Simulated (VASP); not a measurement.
# Cu (I4/mmm) in VASP: notebook

Cu is run at these levels: PBEsol; tasks: electric field gradients, density of states.

All numbers are computed with VASP 6.6.1; they aren't measurements. Logs are shortened: lines on timing, memory, paths and dates and some standing lists are left out, and cuts for length are marked.

## 1. The cell of the first run

The structure is tetragonal, space group I4/mmm (No. 139). The conventional cell has a = 2.888 Å, b = 2.888 Å, c = 2.725 Å, α = 90.00°, β = 90.00°, γ = 90.00°. Within 3.2 Å of Cu (site symmetry 4/mmm) lie 14 Cu at 2.46 to 2.89 Å.

## 2. Electric field gradients, PBEsol

Contents of INCAR:

```
SYSTEM = Cu
PREC = Accurate ; ENCUT = 520
EDIFF = 1E-8 ; ISMEAR = -1
SIGMA = 0.15 ; LREAL = .FALSE.
LASPH = .TRUE. ; NELM = 60
ALGO = Normal ; ISIF = 2
LWAVE = .FALSE. ; LCHARG = .FALSE.
GGA = PS ; LEFG = .TRUE.
NBANDS = 12
```

Contents of KPOINTS:

```
regular mesh
0
G
  24 24 24
  0 0 0
```

Contents of POSCAR:

```
Cu
1.0
   -1.4441399100      1.4441399100      1.3626454446
    1.4441399100     -1.4441399100      1.3626454446
    1.4441399100      1.4441399100     -1.3626454446
Cu
1
Direct
    0.0000000000      0.0000000000      0.0000000000
```

Potentials or basis: VASP PAW PBE potentials, release 64 (Cu).

The run is started by

```console
cat potpaw_PBE.64/Cu/POTCAR > POTCAR
mpirun -np 1 vasp_std > vasp.out
```

OUTCAR:

```text
SYSTEM = Cu
   PREC = Accurate
   ENCUT = 520
   EDIFF = 1E-8
   ISMEAR = -1
   LREAL = .FALSE.
   LASPH = .TRUE.
   NELM = 60
   ISIF = 2
   GGA = PS

 ion  position               nearest neighbor table
   1  0.000  0.000  0.000-

  LATTYP: Found a body centered tetragonal cell.
 ALAT       =     2.8882798200
 C/A-ratio  =     0.9435688573

  Lattice vectors:

 A1 = (  -1.4441399100,   1.4441399100,   1.3626454446)
 A2 = (   1.4441399100,  -1.4441399100,   1.3626454446)
 A3 = (   1.4441399100,   1.4441399100,  -1.3626454446)

Analysis of symmetry for initial positions (statically):
=====================================================================
 Subroutine PRICEL returns:
 Original cell was already a primitive cell.

 Routine SETGRP: Setting up the symmetry group for a
 body centered tetragonal supercell.

 Subroutine GETGRP returns: Found 16 space group operations
 (whereof 16 operations were pure point group operations)
 out of a pool of 16 trial point group operations.

The static configuration has the point symmetry D_4h.

Analysis of symmetry for dynamics (positions and initial velocities):
=====================================================================
 Subroutine PRICEL returns:
 Original cell was already a primitive cell.

 Routine SETGRP: Setting up the symmetry group for a
 body centered tetragonal supercell.

 Subroutine GETGRP returns: Found 16 space group operations
 (whereof 16 operations were pure point group operations)
 out of a pool of 16 trial point group operations.

The dynamic configuration has the point symmetry D_4h.

 Subroutine INISYM returns: Found 16 space group operations
 (whereof 16 operations are pure point group operations),
 and found     1 'primitive' translations

----------------------------------------------------------------------------------------

                                     Primitive cell

  volume of cell :      11.3674

  direct lattice vectors                    reciprocal lattice vectors
    -1.444139910  1.444139910  1.362645445     0.000000000  0.346226842  0.366933308
     1.444139910 -1.444139910  1.362645445     0.346226842  0.000000000  0.366933308
     1.444139910  1.444139910 -1.362645445     0.346226842  0.346226842  0.000000000

  length of vectors
     2.455174692  2.455174692  2.455174692     0.504492892  0.504492892  0.489638695

  position of ions in fractional coordinates (direct lattice)
     0.000000000  0.000000000  0.000000000

  ion indices of the primitive-cell ions
   primitive index   ion index
                 1           1

----------------------------------------------------------------------------------------

 KPOINTS: regular mesh

Automatic generation of k-mesh.
 Grid dimensions read from file:
 generate k-points for:   24   24   24

 Generating k-lattice:

  Cartesian coordinates                     Fractional coordinates (reciprocal lattice)
     0.000000000  0.014426118  0.015288888     0.041666667  0.000000000 -0.000000000
     0.014426118  0.000000000  0.015288888     0.000000000  0.041666667 -0.000000000
     0.014426118  0.014426118  0.000000000     0.000000000  0.000000000  0.041666667

  Length of vectors
     0.021020537  0.021020537  0.020401612

  Shift w.r.t. Gamma in fractional coordinates (k-lattice)
     0.000000000  0.000000000  0.000000000

 Subroutine IBZKPT returns following result:
 ===========================================

 Found   1063 irreducible k-points:

 Following reciprocal coordinates:
            Coordinates               Weight
  0.000000  0.000000  0.000000      1.000000
  0.041667  0.000000  0.000000      8.000000
  0.083333  0.000000  0.000000      8.000000
  0.125000  0.000000  0.000000      8.000000
  0.166667 -0.000000  0.000000      8.000000
  0.208333  0.000000 -0.000000      8.000000
[... 16 lines left out ...]
  0.416667  0.041667 -0.000000     16.000000
  0.458333  0.041667  0.000000     16.000000
 [... further k-points ...]
   k-points           NKPTS =   1063   k-points in BZ     NKDIM =   1063   number of bands    NBANDS=     12
   number of dos      NEDOS =    301   number of ions     NIONS =      1
   total plane-waves  NPLWV =   5832
   dimension x,y,z NGX =    18 NGY =   18 NGZ =   18
   dimension x,y,z NGXF=    36 NGYF=   36 NGZF=   36
   ions per type =               1
   NGX,Y,Z   is equivalent  to a cutoff of  12.19, 12.19, 12.19 a.u.
   NGXF,Y,Z  is equivalent  to a cutoff of  24.38, 24.38, 24.38 a.u.
 SYSTEM =  Cu
   PREC   = accura    normal or accurate (medium, high low for compatibility)
   ISTART =      0    job   : 0-new  1-cont  2-samecut
   ICHARG =      2    charge: 1-file 2-atom 10-const
   ISPIN  =      1    spin polarized calculation?
   LNONCOLLINEAR =      F non collinear calculations
   LSORBIT =      F    spin-orbit coupling
   LASPH  =      T    aspherical Exc in radial PAW
   ENCUT  =  520.0 eV  38.22 Ry    6.18 a.u.   4.56  4.56  4.56*2*pi/ulx,y,z
   NELM   =     60;   NELMIN=  2; NELMDL= -5     # of ELM steps
   EDIFF  = 0.1E-07   stopping-criterion for ELM
   LREAL  =      F    real-space projection
   EDIFFG = 0.1E-06   stopping-criterion for IOM
   NSW    =      0    number of steps for IOM
   IBRION =     -1    ionic relax: 0-MD 1-quasi-New 2-CG
   NFREE  =      0    steps in history (QN), initial steepest desc. (CG)
   ISIF   =      2    stress and relaxation
   ISYM   =      2    0-nonsym 1-usesym 2-fastsym
   POTIM  = 0.5000    time-step for ionic-motion
   TEBEG  =    0.0;   TEEND  =   0.0 temperature during run
   PSTRESS=    0.0 pullay stress
   NELECT =      11.0000    total number of electrons
   NUPDOWN=      -1.0000    fix difference up-down
   EMIN   =  10.00;   EMAX   =-10.00  energy-range for DOS
   EFERMI =   0.00;   METHOD = LEGACY
   ISMEAR =    -1;   SIGMA  =   0.15  broadening in eV -4-tet -1-fermi 0-gaus
   EFERMI_NEDOS =   21; number of points for ismear=-14 and -15
   IALGO  =     38    algorithm
   IMIX   =      4    mixing-type and parameters
     AMIX     =   0.40;   BMIX     =  1.00
     AMIX_MAG =   1.60;   BMIX_MAG =  1.00
  volume/ion in A,a.u.               =      11.37        76.71
  Fermi-wavevector in a.u.,A,eV,Ry     =   1.619267  3.059972 35.674845  2.622027
  Thomas-Fermi vector in A             =   2.713396
   LORBIT       =      0    0 simple, 1 ext, 2 COOP (PROOUT), +10 PAW based schemes
   GGA     = PS    functional components
   LHFCALC =     F    Hartree Fock is set to
   AEXX    =    0.0000 exact exchange contribution
   IVDW    =     0    specifies the selected vdW correction
   LEPSILON=     F    determine dielectric tensor
   LRPA    =     F    only Hartree local field effects (RPA)
 non-spin polarized calculation
  energy-cutoff  :      520.00
  volume of cell :       11.37
 maximum number of plane-waves:       321
   NGX =  9   NGY =  9   NGZ =  9

 number of electron      11.0000007 magnetization

 Free energy of the ion-electron system (eV)
  ---------------------------------------------------
  ext. energy  EPLUGINS =         0.00000000
  ---------------------------------------------------
  free energy    TOTEN  =        -4.28215198 eV

  energy without entropy =       -4.25872125  energy(sigma->0) =       -4.27043661

 E-fermi :   7.8774     XC(G=0): -13.1338

 val. band max:        7.8651148844   @ k =   0.5000   0.2500   0.1250
 cond. band min:       7.8816029236   @ k =  -0.0833  -0.4583   0.0833
 fundamental gap:      0.0164880393
 Fermi energy:         7.8774136973

 k-point     1 :       0.0000    0.0000    0.0000
  band No.  band energies     occupation
      1      -1.7969      2.00000
      2       4.4985      2.00000
      3       4.7446      2.00000
      4       4.7446      2.00000
      5       5.5848      2.00000
      6       5.8471      2.00000
      7      32.6722      0.00000
      8      32.6722      0.00000
      9      34.2520      0.00000
     10      36.8185      0.00000
     11      36.9437      0.00000
     12      36.9437      0.00000

 k-point     2 :       0.0417    0.0000    0.0000
  band No.  band energies     occupation
      1      -1.7265      2.00000
      2       4.5057      2.00000
      3       4.7426      2.00000
      4       4.7504      2.00000
      5       5.5857      2.00000
      6       5.8360      2.00000
      7      32.2957      0.00000
      8      32.4746      0.00000
      9      33.6388      0.00000
     10      35.8175      0.00000
     11      36.0583      0.00000
     12      36.4701      0.00000
[... 316 lines left out ...]
 k-point    24 :       0.4583    0.0417    0.0000
  band No.  band energies     occupation
      1       2.6571      2.00000
      2       3.8124      2.00000
      3       5.6697      2.00000
      4       5.9112      2.00000
      5       6.3478      1.99993
      6       7.5038      1.84696
      7      12.7910      0.00000
      8      24.5590      0.00000
      9      25.2533      0.00000
     10      29.7101      0.00000
     11      32.7675      0.00000
     12      41.5655      0.00000

 [... further k-points ...]
[... 5 lines left out ...]
  --------------------------------------------------------------------------------------
  -------------------------------------------------------------------------------------
  Total        0.0499768      0.0499768      0.0510349      0.0000000     -0.0000000      0.0000000
  in kB        7.0439734      7.0439734      7.1931039      0.0000000     -0.0000000      0.0000000
  external PRESSURE =       7.0936835 kB  Pullay stress =       0.0000000 kB

 VOLUME and BASIS-vectors are now :
 -----------------------------------------------------------------------------
  energy-cutoff  :      520.00
  volume of cell :       11.37
      direct lattice vectors                 reciprocal lattice vectors
    -1.444139910  1.444139910  1.362645445     0.000000000  0.346226842  0.366933308
     1.444139910 -1.444139910  1.362645445     0.346226842  0.000000000  0.366933308
     1.444139910  1.444139910 -1.362645445     0.346226842  0.346226842  0.000000000

 POSITION                                       TOTAL-FORCE (eV/Angst)
 -----------------------------------------------------------------------------------
      0.00000      0.00000      0.00000         0.000000      0.000000      0.000000
 -----------------------------------------------------------------------------------
    total drift:                                0.000000      0.000000      0.000000

  FREE ENERGIE OF THE ION-ELECTRON SYSTEM (eV)
  ---------------------------------------------------
  free  energy   TOTEN  =        -4.2821519756 eV

  energy  without entropy=       -4.2587212490  energy(sigma->0) =       -4.27043661

 Electric field gradients (V/A^2)
---------------------------------------------------------------------
 ion       V_xx      V_yy      V_zz      V_xy      V_xz      V_yz
---------------------------------------------------------------------
   1       0.481     0.481    -0.963    -0.001    -0.001    -0.001
---------------------------------------------------------------------

 Electric field gradients after diagonalization (V/A^2)
 (convention: |V_zz| > |V_xx| > |V_yy|)
----------------------------------------------------------------------
 ion       V_xx      V_yy      V_zz     asymmetry (V_yy - V_xx)/ V_zz
----------------------------------------------------------------------
   1       0.482     0.481    -0.963       0.002
----------------------------------------------------------------------

           NMR quadrupolar parameters

 Cq : quadrupolar parameter    Cq=e*Q*V_zz/h
 eta: asymmetry parameters     (V_yy - V_xx)/ V_zz
 Q  : nuclear electric quadrupole moment in mb (millibarn)
----------------------------------------------------------------------
 ion       Cq(MHz)       eta       Q (mb)
----------------------------------------------------------------------
   1      -0.002       0.002       1.000
----------------------------------------------------------------------
```

It took 88 s on 1 thread of Intel Xeon 6975P-C, shared host; peak memory 0.24 GiB.

Results:

```
Free energy : -4.2822 eV
Pressure    : 0.7 GPa
```

Electric field gradients, principal values (V/Å²):
| atom | least | middle | greatest (by size) |
| --- | --- | --- | --- |
| 1 Cu | 0.481 | 0.482 | -0.963 |

Caveat: without QUAD_EFG the Cq values of the log hold for a quadrupole moment of 1 mb, not for the nuclei; the PAW data sets were made with another functional, which shifts forces and pressure a little.

## 3. Density of states, PBEsol

Contents of POSCAR:

```
Cu
1.0
   -1.4450917292      1.4450917292      1.3600072005
    1.4450917292     -1.4450917292      1.3600072005
    1.4450917292      1.4450917292     -1.3600072005
Cu
1
Direct
    0.0000000000      0.0000000000      0.0000000000
```

Contents of INCAR.step1:

```
ALGO = Normal
EDIFF = 1E-6
ENCUT = 520
GGA = PS
ISIF = 2
ISMEAR = 0
LASPH = True
LCHARG = True
LMAXMIX = 4
LREAL = False
LWAVE = False
NBANDS = 12
NELM = 80
PREC = Accurate
SIGMA = 0.1
```

Contents of KPOINTS.step1:

```
k-points
0
Gamma
  20 20 20
```

Contents of INCAR.step2:

```
ALGO = Normal
EDIFF = 1E-6
ENCUT = 520
GGA = PS
ICHARG = 11
ISIF = 2
ISMEAR = -5
LASPH = True
LCHARG = False
LMAXMIX = 4
LORBIT = 10
LREAL = False
LWAVE = False
NEDOS = 2001
NELM = 80
PREC = Accurate
SIGMA = 0.1
```

Contents of KPOINTS.step2:

```
k-points
0
Gamma
  30 30 30
```

Potentials or basis: VASP PAW PBE potentials, release 64 (Cu).

The run is started by

```console
cat potpaw_PBE.64/Cu/POTCAR > POTCAR
cp INCAR.step1 INCAR
cp KPOINTS.step1 KPOINTS
mpirun -np 1 vasp_std > vasp.out
cp INCAR.step2 INCAR
cp KPOINTS.step2 KPOINTS
mpirun -np 1 vasp_std > vasp.out
```

Run time: 1.9 min. Hardware: 1 thread of AMD EPYC 9R45 (Zen 5), shared host; peak memory 0.39 GiB.

The run converged. Its results:

```yaml
Valence_electrons_inside_the_program's_atomic_spheres: Cu 10.05
```

Levels at points of the mesh, in eV from the Fermi level:
```
           k point  band 4  band 5  band 6  band 7  band 8  band 9
(0.00, 0.00, 0.00)   -3.13   -2.30   -2.03   24.76   24.76   26.45
(0.50, 0.00, 0.00)   -1.92   -1.37   -0.55    4.79   17.29   17.42
(0.50, 0.50, 0.00)   -2.10   -1.41   -1.03    4.11   18.91   19.26
(0.50, 0.50, 0.50)   -1.58   -1.51    7.56    7.56    9.95   13.28
```

Caveat: the PAW data sets were made with another functional, which shifts forces and pressure a little; tetrahedron occupations give inexact forces and stress in metals.
